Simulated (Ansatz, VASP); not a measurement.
## Two plane-wave programs on C

```xyz
8
Lattice="2.5221 0.0000 0.0000 -1.2610 2.1842 0.0000 0.0000 0.0000 8.2371" Properties=species:S:1:pos:R:3 pbc="T T T"
C     0.0000    0.0000    0.7722
C     0.0000    0.0000    4.8908
C     0.0000    0.0000    3.3463
C     0.0000    0.0000    7.4649
C     0.0000    1.6447    1.3537
C     1.2610    0.7281    5.4056
C     0.0000    1.4561    2.8315
C     1.2610    0.7281    6.9501
```

Alike in both runs: task single point; functional PBE; k mesh 12 × 12 × 4; occupations gaussian, width 0.05 eV; no spin polarisation.

|  | VASP | Ansatz |
| --- | --- | --- |
| version | VASP 6.6.1 | Ansatz 0.2.0 |
| potentials or method | VASP PAW PBE potentials, release 64 (C), cutoff 520 eV | scalar-relativistic, plane waves, PAW |
| valence electrons in the cell | 32 | 32 |

```csv
,VASP,Ansatz,Ansatz less VASP
gap on the k mesh at the Fermi level (eV),2.23,2.24,+0.002
least direct gap on the mesh (eV),2.23,2.24,+0.002
pressure (GPa),5.7,5.0,-0.68
"traceless stress, the component that is largest in VASP (GPa)",8.46,8.40,-0.059
rms of the force components (eV/Å),1.369,1.364,-0.0044
```

Atom by atom the forces differ by 0.006 eV/Å (rms over components). With one functional, cell and mesh, what is left measures potentials, basis and numerics.
